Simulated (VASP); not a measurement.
# RbBr (Fmmm) in VASP: further runs

The runs below take RbBr through single point, with PBE.

Program: VASP 6.6.1. These are calculated values, not measurements. Logs are shortened: lines on timing, memory, paths and dates and some standing lists are left out, and cuts for length are marked.

**1. The cell of the first run**

The structure is orthorhombic, space group Fmmm (No. 69). The conventional cell has a = 5.827 Å, b = 6.855 Å, c = 7.883 Å, α = 90.00°, β = 90.00°, γ = 90.00°. Rb (site symmetry mmm) has 6 Br at 2.91 to 3.94 Å within 4.0 Å. Br (site symmetry mmm) has 6 Rb at 2.91 to 3.94 Å within 4.0 Å.

**2. Single point, PBE (strain -0.1500 x Voigt [1, -1, 0, 0, 0, 0])**

INCAR

```
ALGO = Normal
EDIFF = 1E-6
ENCUT = 520
GGA = PE
ISIF = 2
ISMEAR = 0
LASPH = T
LCHARG = T
LELF = T
LREAL = F
LVHAR = T
LWAVE = F
NBANDS = 15
NELM = 60
PREC = Accurate
SIGMA = 0.05
```

KPOINTS

```
k-points
0
Gamma
  6 6 6
```

POSCAR

```
RbBr
1.0
    0.0000000000      3.9416250000      3.4275000000
    2.9133750000      0.0000000000      3.4275000000
    2.9133750000      3.9416250000      0.0000000000
Rb Br
1 1
Direct
    0.0000000000      0.0000000000      0.0000000000
    0.5000000000      0.5000000000      0.5000000000
```

Potentials or basis: VASP PAW PBE potentials, release 64 (Rb_sv, Br).

The run is started by

```console
$ cat potpaw_PBE.64/Rb_sv/POTCAR potpaw_PBE.64/Br/POTCAR > POTCAR
$ mpirun -np 1 vasp_std > vasp.out
```

OUTCAR:

```text
EDIFF = 1E-6
   ENCUT = 520
   GGA = PE
   ISIF = 2
   ISMEAR = 0
   LASPH = T
   LREAL = F
   NELM = 60
   PREC = Accurate

 ion  position               nearest neighbor table
   1  0.000  0.000  0.000-   2 2.91   2 2.91   2 3.43   2 3.43   2 3.94   2 3.94
   2  0.500  0.500  0.500-   1 2.91   1 2.91   1 3.43   1 3.43   1 3.94   1 3.94

  LATTYP: Found a face centered orthorhombic cell.
 ALAT       =     5.8267500000
 B/A-ratio  =     1.1764705882
 C/A-ratio  =     1.3529411765

  Lattice vectors:

 A1 = (   0.0000000000,   3.9416250000,  -3.4275000000)
 A2 = (   2.9133750000,   3.9416250000,   0.0000000000)
 A3 = (   2.9133750000,   0.0000000000,  -3.4275000000)

Analysis of symmetry for initial positions (statically):
=====================================================================
 Subroutine PRICEL returns:
 Original cell was already a primitive cell.

 Routine SETGRP: Setting up the symmetry group for a
 face centered orthorhombic supercell.

 Subroutine GETGRP returns: Found  8 space group operations
 (whereof  8 operations were pure point group operations)
 out of a pool of  8 trial point group operations.

The static configuration has the point symmetry D_2h.

Analysis of symmetry for dynamics (positions and initial velocities):
=====================================================================
 Subroutine PRICEL returns:
 Original cell was already a primitive cell.

 Routine SETGRP: Setting up the symmetry group for a
 face centered orthorhombic supercell.

 Subroutine GETGRP returns: Found  8 space group operations
 (whereof  8 operations were pure point group operations)
 out of a pool of  8 trial point group operations.

The dynamic configuration has the point symmetry D_2h.

 Subroutine INISYM returns: Found  8 space group operations
 (whereof  8 operations are pure point group operations),
 and found     1 'primitive' translations

----------------------------------------------------------------------------------------

                                     Primitive cell

  volume of cell :      78.7189

  direct lattice vectors                    reciprocal lattice vectors
     0.000000000  3.941625000  3.427500000    -0.171622259  0.126851235  0.145878920
     2.913375000  0.000000000  3.427500000     0.171622259 -0.126851235  0.145878920
     2.913375000  3.941625000  0.000000000     0.171622259  0.126851235 -0.145878920

  length of vectors
     5.223424537  4.498389728  4.901444841     0.258507438  0.258507438  0.258507438

  position of ions in fractional coordinates (direct lattice)
     0.000000000  0.000000000  0.000000000
     0.500000000  0.500000000  0.500000000

  ion indices of the primitive-cell ions
   primitive index   ion index
                 1           1
                 2           2

----------------------------------------------------------------------------------------

 KPOINTS: k-points

Automatic generation of k-mesh.
 Grid dimensions read from file:
 generate k-points for:    6    6    6

 Generating k-lattice:

  Cartesian coordinates                     Fractional coordinates (reciprocal lattice)
    -0.028603710  0.021141873  0.024313153     0.166666667 -0.000000000 -0.000000000
     0.028603710 -0.021141873  0.024313153     0.000000000  0.166666667  0.000000000
     0.028603710  0.021141873 -0.024313153     0.000000000  0.000000000  0.166666667

  Length of vectors
     0.043084573  0.043084573  0.043084573

  Shift w.r.t. Gamma in fractional coordinates (k-lattice)
     0.000000000  0.000000000  0.000000000

 Subroutine IBZKPT returns following result:
 ===========================================

 Found     46 irreducible k-points:

 Following reciprocal coordinates:
            Coordinates               Weight
  0.000000  0.000000  0.000000      1.000000
  0.166667  0.000000  0.000000      8.000000
  0.333333 -0.000000  0.000000      8.000000
  0.500000  0.000000  0.000000      4.000000
  0.166667  0.166667  0.000000      2.000000
  0.333333  0.166667 -0.000000      8.000000
[... 16 lines left out ...]
 -0.166667  0.166667  0.166667      8.000000
  0.500000  0.333333  0.166667      4.000000
 [... further k-points ...]
   k-points           NKPTS =     46   k-points in BZ     NKDIM =     46   number of bands    NBANDS=     15
   number of dos      NEDOS =    301   number of ions     NIONS =      2
   total plane-waves  NPLWV =  51840
   dimension x,y,z NGX =    40 NGY =   36 NGZ =   36
   dimension x,y,z NGXF=    80 NGYF=   72 NGZF=   72
   ions per type =               1   1
   NGX,Y,Z   is equivalent  to a cutoff of  12.73, 13.30, 12.21 a.u.
   NGXF,Y,Z  is equivalent  to a cutoff of  25.46, 26.61, 24.42 a.u.
 SYSTEM =  unknown system
   PREC   = accura    normal or accurate (medium, high low for compatibility)
   ISTART =      0    job   : 0-new  1-cont  2-samecut
   ICHARG =      2    charge: 1-file 2-atom 10-const
   ISPIN  =      1    spin polarized calculation?
   LNONCOLLINEAR =      F non collinear calculations
   LSORBIT =      F    spin-orbit coupling
   LASPH  =      T    aspherical Exc in radial PAW
   ENCUT  =  520.0 eV  38.22 Ry    6.18 a.u.   9.71  8.36  9.11*2*pi/ulx,y,z
   NELM   =     60;   NELMIN=  2; NELMDL= -5     # of ELM steps
   EDIFF  = 0.1E-05   stopping-criterion for ELM
   LREAL  =      F    real-space projection
   EDIFFG = 0.1E-04   stopping-criterion for IOM
   NSW    =      0    number of steps for IOM
   IBRION =     -1    ionic relax: 0-MD 1-quasi-New 2-CG
   NFREE  =      0    steps in history (QN), initial steepest desc. (CG)
   ISIF   =      2    stress and relaxation
   ISYM   =      2    0-nonsym 1-usesym 2-fastsym
   POTIM  = 0.5000    time-step for ionic-motion
   TEBEG  =    0.0;   TEEND  =   0.0 temperature during run
   PSTRESS=    0.0 pullay stress
   NELECT =      16.0000    total number of electrons
   NUPDOWN=      -1.0000    fix difference up-down
   EMIN   =  10.00;   EMAX   =-10.00  energy-range for DOS
   EFERMI =   0.00;   METHOD = LEGACY
   ISMEAR =     0;   SIGMA  =   0.05  broadening in eV -4-tet -1-fermi 0-gaus
   EFERMI_NEDOS =   21; number of points for ismear=-14 and -15
   IALGO  =     38    algorithm
   IMIX   =      4    mixing-type and parameters
     AMIX     =   0.40;   BMIX     =  1.00
     AMIX_MAG =   1.60;   BMIX_MAG =  1.00
  volume/ion in A,a.u.               =      39.36       265.61
  Fermi-wavevector in a.u.,A,eV,Ry     =   0.962547  1.818949 12.605743  0.926496
  Thomas-Fermi vector in A             =   2.092015
   LORBIT       =      0    0 simple, 1 ext, 2 COOP (PROOUT), +10 PAW based schemes
   GGA     = PE    functional components
   LHFCALC =     F    Hartree Fock is set to
   AEXX    =    0.0000 exact exchange contribution
   IVDW    =     0    specifies the selected vdW correction
   LEPSILON=     F    determine dielectric tensor
   LRPA    =     F    only Hartree local field effects (RPA)
 non-spin polarized calculation
 Gauss-broadening in eV      SIGMA  =   0.05
  energy-cutoff  :      520.00
  volume of cell :       78.72
 maximum number of plane-waves:      2142
   NGX = 19   NGY = 17   NGZ = 19

 number of electron      16.0000000 magnetization

 Free energy of the ion-electron system (eV)
  ---------------------------------------------------
  ext. energy  EPLUGINS =         0.00000000
  ---------------------------------------------------
  free energy    TOTEN  =        -5.55848447 eV

  energy without entropy =       -5.55848447  energy(sigma->0) =       -5.55848447

 E-fermi :  -0.8065     XC(G=0):  -7.2291

 val. band max:       -1.1273640006   @ k =   0.0000   0.0000   0.0000
 cond. band min:       2.5655425041   @ k =   0.0000   0.0000   0.0000
 fundamental gap:      3.6929065047
 Fermi energy:        -0.8065224494

 k-point     1 :       0.0000    0.0000    0.0000
  band No.  band energies     occupation
      1     -25.8925      2.00000
      2     -13.9362      2.00000
      3     -10.2224      2.00000
      4     -10.0221      2.00000
      5      -9.9498      2.00000
      6      -1.8040      2.00000
      7      -1.7169      2.00000
      8      -1.1274      2.00000
      9       2.5655      0.00000
     10       4.9106      0.00000
     11       5.7413      0.00000
     12       5.9670      0.00000
     13       6.7539      0.00000
     14       7.7014      0.00000
     15       9.7274      0.00000

 k-point     2 :       0.1667    0.0000    0.0000
  band No.  band energies     occupation
      1     -25.8885      2.00000
      2     -13.9948      2.00000
      3     -10.0924      2.00000
      4     -10.0313      2.00000
      5      -9.9564      2.00000
      6      -1.9774      2.00000
      7      -1.8677      2.00000
      8      -1.5014      2.00000
      9       3.1345      0.00000
     10       5.2991      0.00000
     11       5.9142      0.00000
     12       6.3861      0.00000
     13       6.6794      0.00000
     14       8.3962      0.00000
     15      10.6841      0.00000

 k-point     3 :       0.3333   -0.0000    0.0000
  band No.  band energies     occupation
      1     -25.8805      2.00000
      2     -14.1044      2.00000
      3     -10.0523      2.00000
      4      -9.9930      2.00000
      5      -9.7996      2.00000
      6      -2.5085      2.00000
      7      -2.0488      2.00000
      8      -1.9939      2.00000
      9       4.3325      0.00000
     10       5.7464      0.00000
     11       6.7334      0.00000
     12       7.3417      0.00000
     13       7.4622      0.00000
     14       9.2123      0.00000
     15       9.9402      0.00000

 k-point     4 :       0.5000    0.0000    0.0000
  band No.  band energies     occupation
      1     -25.8765      2.00000
      2     -14.1560      2.00000
      3     -10.0620      2.00000
      4     -10.0013      2.00000
      5      -9.6588      2.00000
      6      -2.8008      2.00000
      7      -2.1650      2.00000
      8      -2.1302      2.00000
      9       5.1022      0.00000
     10       5.8667      0.00000
     11       7.9609      0.00000
     12       7.9981      0.00000
     13       8.1236      0.00000
     14       8.6766      0.00000
     15       9.5300      0.00000
[... 307 lines left out ...]
 k-point    22 :      -0.3333    0.1667    0.1667
  band No.  band energies     occupation
      1     -25.8743      2.00000
      2     -14.0930      2.00000
      3     -10.0703      2.00000
      4     -10.0516      2.00000
      5      -9.8537      2.00000
      6      -2.5342      2.00000
      7      -2.0908      2.00000
      8      -2.0459      2.00000
      9       4.9659      0.00000
     10       5.5086      0.00000
     11       7.7793      0.00000
     12       7.9471      0.00000
     13       8.2103      0.00000
     14       8.8007      0.00000
     15       9.2917      0.00000

 k-point    23 :      -0.1667    0.1667    0.1667
  band No.  band energies     occupation
      1     -25.8773      2.00000
      2     -14.1419      2.00000
      3     -10.0526      2.00000
      4     -10.0456      2.00000
      5      -9.6730      2.00000
      6      -2.6092      2.00000
      7      -2.0458      2.00000
      8      -2.0166      2.00000
      9       4.1190      0.00000
     10       4.9984      0.00000
     11       7.0653      0.00000
     12       7.4827      0.00000
     13       7.8197      0.00000
     14       9.3482      0.00000
     15      10.4926      0.00000

 k-point    24 :       0.5000    0.3333    0.1667
  band No.  band energies     occupation
      1     -25.8753      2.00000
      2     -13.9162      2.00000
      3     -10.3545      2.00000
      4     -10.0862      2.00000
      5     -10.0368      2.00000
      6      -2.3134      2.00000
      7      -1.9551      2.00000
      8      -1.2890      2.00000
      9       4.8945      0.00000
     10       4.9211      0.00000
     11       6.9731      0.00000
     12       7.4289      0.00000
     13       8.2248      0.00000
     14       8.3817      0.00000
     15       9.3201      0.00000

 [... further k-points ...]

------------------------ aborting loop because EDIFF is reached ----------------------------------------

  FORCE on cell =-STRESS in cart. coord.  units (eV):
  Direction    XX          YY          ZZ          XY          YZ          ZX
  --------------------------------------------------------------------------------------
  -------------------------------------------------------------------------------------
  Total        7.5879546     -0.4328333      0.6667813      0.0000000      0.0000000      0.0000000
  in kB      154.4387060     -8.8095173     13.5710944      0.0000000      0.0000000      0.0000000
  external PRESSURE =      53.0667610 kB  Pullay stress =       0.0000000 kB

 VOLUME and BASIS-vectors are now :
 -----------------------------------------------------------------------------
  energy-cutoff  :      520.00
  volume of cell :       78.72
      direct lattice vectors                 reciprocal lattice vectors
     0.000000000  3.941625000  3.427500000    -0.171622259  0.126851235  0.145878920
     2.913375000  0.000000000  3.427500000     0.171622259 -0.126851235  0.145878920
     2.913375000  3.941625000  0.000000000     0.171622259  0.126851235 -0.145878920

 POSITION                                       TOTAL-FORCE (eV/Angst)
 -----------------------------------------------------------------------------------
      0.00000      0.00000      0.00000        -0.000000     -0.000000      0.000000
      2.91337      3.94163      3.42750         0.000000      0.000000      0.000000
 -----------------------------------------------------------------------------------
    total drift:                                0.000000     -0.000000     -0.000000

  FREE ENERGIE OF THE ION-ELECTRON SYSTEM (eV)
  ---------------------------------------------------
  free  energy   TOTEN  =        -5.5584844749 eV

  energy  without entropy=       -5.5584844749  energy(sigma->0) =       -5.55848447
```

Run time: 92 s. Hardware: 1 thread of Intel Xeon 8259CL, shared host; peak memory 0.25 GiB.

Results:

```
Free energy            : -5.5585 eV
Pressure               : 5.3 GPa
Band gap on the k mesh : 3.69 eV
```

Stress tensor (GPa, compression positive):
```
15.44  0.00  0.00
 0.00 -0.88  0.00
 0.00  0.00  1.36
```

Levels at points of the mesh, in eV from the valence-band top:
```csv
k point,band 6,band 7,band 8,band 9,band 10,band 11
"(0.00, 0.00, 0.00)",-0.68,-0.59,0.00,3.69,6.04,6.87
"(0.50, 0.00, 0.00)",-1.67,-1.04,-1.00,6.23,6.99,9.09
"(0.50, 0.50, 0.00)",-1.04,-0.74,-0.15,5.29,6.38,8.50
"(0.50, 0.00, 0.50)",-1.18,-0.65,-0.08,5.24,6.48,7.91
"(0.00, 0.50, 0.50)",-0.85,-0.85,-0.29,4.88,7.20,8.72
```

Caveat: the cell differs from its parent crystal (strain -0.1500 x Voigt [1, -1, 0, 0, 0, 0]); the cell stands under pressure.

**3. Single point, PBE (strain +0.1125 x Voigt [1, -1, 0, 0, 0, 0])**

INCAR

```
ALGO = Normal
EDIFF = 1E-6
ENCUT = 520
GGA = PE
ISIF = 2
ISMEAR = 0
LASPH = True
LCHARG = False
LREAL = False
LWAVE = False
NBANDS = 15
NELM = 100
PREC = Accurate
SIGMA = 0.05
```

KPOINTS is that of step 2.

POSCAR

```
RbBr
1.0
    0.0000000000      3.0419062500      3.4275000000
    3.8130937500      0.0000000000      3.4275000000
    3.8130937500      3.0419062500      0.0000000000
Rb Br
1 1
Direct
    0.0000000000      0.0000000000      0.0000000000
    0.5000000000      0.5000000000      0.5000000000
```

Potentials or basis: VASP PAW PBE potentials, release 64 (Rb_sv, Br).

The run is started by

```console
$ cat potpaw_PBE.64/Rb_sv/POTCAR potpaw_PBE.64/Br/POTCAR > POTCAR
$ mpirun -np 1 vasp_std > vasp.out
```

Wall time 61 s (1 thread of Intel Xeon 8259CL, shared host); peak memory 0.24 GiB.

The run converged. Its results:

```
Free energy            : -5.8320 eV
Pressure               : 3.2 GPa
Band gap on the k mesh : 4.00 eV
```

Stress tensor (GPa, compression positive):
```
-0.78  0.00  0.00
 0.00  9.30  0.00
 0.00  0.00  1.22
```

Levels at points of the mesh, in eV from the valence-band top:
| k point | band 4 | band 5 | band 6 | band 7 | band 8 | band 9 | band 10 | band 11 | band 12 | band 13 |
| --- | --- | --- | --- | --- | --- | --- | --- | --- | --- | --- |
| (0.00, 0.00, 0.00) | -8.71 | -8.67 | -0.40 | -0.32 | 0.00 | 4.00 | 6.42 | 7.06 | 7.47 | 7.79 |
| (0.50, 0.00, 0.00) | -8.70 | -8.48 | -1.37 | -0.73 | -0.70 | 6.49 | 7.31 | 9.29 | 9.41 | 9.42 |
| (0.50, 0.50, 0.00) | -8.90 | -8.73 | -0.79 | -0.49 | -0.16 | 5.44 | 6.72 | 8.82 | 9.24 | 9.40 |
| (0.50, 0.00, 0.50) | -8.84 | -8.78 | -0.58 | -0.57 | -0.34 | 5.18 | 7.20 | 9.30 | 9.34 | 9.37 |
| (0.00, 0.50, 0.50) | -8.86 | -8.69 | -0.91 | -0.40 | -0.10 | 5.44 | 6.78 | 8.37 | 9.01 | 9.37 |

Caveat: the cell differs from its parent crystal (strain +0.1125 x Voigt [1, -1, 0, 0, 0, 0]); the cell stands under pressure.

**4. Single point, PBE (strain +0.1312 x Voigt [1, -1, 0, 0, 0, 0])**

INCAR

```
SYSTEM = RbBr
PREC = Accurate
ENCUT = 520
EDIFF = 1E-6
ISMEAR = 0
SIGMA = 0.05
LREAL = .False.
LASPH = .True.
NELM = 60
ALGO = Normal
ISIF = 2
LWAVE = .False.
LCHARG = .True.
GGA = PE
LELF = .True.
LVHAR = .True.
NBANDS = 15
```

KPOINTS

```
Automatic mesh
0
Gamma
  6 6 6
  0 0 0
```

POSCAR

```
RbBr
1.0
    0.0000000000      2.9778120000      3.4275000000
    3.8771880000      0.0000000000      3.4275000000
    3.8771880000      2.9778120000      0.0000000000
Rb Br
1 1
Direct
    0.0000000000      0.0000000000      0.0000000000
    0.5000000000      0.5000000000      0.5000000000
```

The run is started by

```console
$ cat potpaw_PBE.64/Rb_sv/POTCAR potpaw_PBE.64/Br/POTCAR > POTCAR
$ mpirun -np 1 vasp_std > vasp.out
```

Wall time 71 s (1 thread of Intel Xeon 8259CL, shared host); peak memory 0.24 GiB.

Results (log left out):

```yaml
Free_energy: -5.7131 eV
Pressure: 4.2 GPa
Band_gap_on_the_k_mesh: 3.86 eV
```

Stress tensor (GPa, compression positive):
```
-0.85  0.00  0.00
 0.00 12.05  0.00
 0.00  0.00  1.28
```

Levels at points of the mesh, in eV from the valence-band top:
```
           k point  band 5  band 6  band 7  band 8  band 9  band 10  band 11  band 12
(0.00, 0.00, 0.00)   -8.73   -0.52   -0.44    0.00    3.86     6.24     6.98     7.30
(0.50, 0.00, 0.00)   -8.50   -1.51   -0.87   -0.84    6.37     7.17     9.22     9.28
(0.50, 0.50, 0.00)   -8.80   -0.90   -0.60   -0.16    5.38     6.57     8.68     9.09
(0.50, 0.00, 0.50)   -8.86   -0.70   -0.69   -0.32    5.05     7.21     9.06     9.25
(0.00, 0.50, 0.50)   -8.75   -1.04   -0.51   -0.09    5.36     6.65     8.16     9.02
```

Caveat: the cell differs from its parent crystal (strain +0.1312 x Voigt [1, -1, 0, 0, 0, 0]); the cell stands under pressure.

**5. Overview**

```tsv
cell	gap on the mesh (eV)	pressure (GPa)
a = 5.223, b = 4.498, c = 4.901 Å, angles 67.4, 52.6, 60.0°, 2 atoms	3.69	5.3
a = 4.583, b = 5.127, c = 4.878 Å, angles 54.5, 65.5, 60.0°, 2 atoms	4.00	3.2
a = 4.540, b = 5.175, c = 4.889 Å, angles 53.5, 66.5, 60.0°, 2 atoms	3.86	4.2
```

Alike in all rows: task single point; level PBE; potentials or basis VASP PAW PBE potentials, release 64 (Rb_sv, Br); no spin polarisation; k mesh 6 × 6 × 6; cutoff (eV) 520; smearing gaussian 0.05 eV.

Caveats: the cell stands under pressure.

Absolute energies hang on the potentials; compare differences alone.
